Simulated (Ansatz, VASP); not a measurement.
Two plane-wave programs on CdTe

```
CELL_PARAMETERS angstrom
0.00000 3.25364 3.25364
3.25364 0.00000 3.25364
3.25364 3.25364 0.00000
ATOMIC_POSITIONS crystal
Cd 0.00000 0.00000 0.00000
Te 0.25000 0.25000 0.25000
```

Alike in both runs: task single point; functional BLYP; k mesh 6 × 6 × 6; occupations gaussian, width 0.05 eV; no spin polarisation.

|  | VASP | Ansatz |
| --- | --- | --- |
| version | VASP 6.6.1 | Ansatz 0.2.0 |
| potentials or method | VASP PAW PBE potentials, release 64 (Cd, Te), cutoff 500 eV | scalar-relativistic, plane waves, PAW |
| valence electrons in the cell | 18 | 36 |

Ansatz gave:

- gap on the k mesh at the Fermi level (eV): 0.63
- least direct gap on the mesh (eV): 0.63
- pressure (GPa): 4.5

Question: Estimate VASP's values.

Answer: gap on the k mesh at the Fermi level (eV): 0.67; least direct gap on the mesh (eV): 0.67; pressure (GPa): 4.8.

VASP's potentials were made for PBE, not for BLYP. With one functional, cell and mesh, what is left measures potentials, basis and numerics. VASP's potentials hold 18 valence electrons a cell and Ansatz's 36, so a difference there can come from the potentials and not from the codes.

Neither program's run includes spin-orbit coupling.
